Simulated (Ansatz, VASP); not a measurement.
## Sb: VASP beside Ansatz

```
Sb
1.0
    -1.58698    1.58698    2.72990
     1.58698   -1.58698    2.72990
     1.58698    1.58698   -2.72990
Sb
1
Cartesian
  0.0000 0.0000 0.0000
```

Change from the starting cell: volume scaled by 1.02.

Alike in both runs: task single point; functional PBEsol; dispersion D4; k mesh 12 × 12 × 12; occupations gaussian, width 0.01 eV; no spin polarisation.

|  | VASP | Ansatz |
| --- | --- | --- |
| version | VASP 6.6.1 | Ansatz 0.2.0 |
| potentials or method | VASP PAW PBE potentials, release 64 (Sb), cutoff 520 eV | all-electron LAPW, scalar-relativistic |

```tsv
	VASP	Ansatz	Ansatz less VASP
gap on the k mesh at the Fermi level (eV)	none	none	-
pressure (GPa)	-4.2	-4.2	+0.02
traceless stress, the component that is largest in VASP (GPa)	-0.30	-0.26	+0.039
```

VASP's potentials were made for PBE, not for PBEsol. A gap of «none» marks a metal or a gap that the smearing closes. Ansatz ran all-electron here, and VASP with PAW potentials.

Spin-orbit coupling is off throughout.
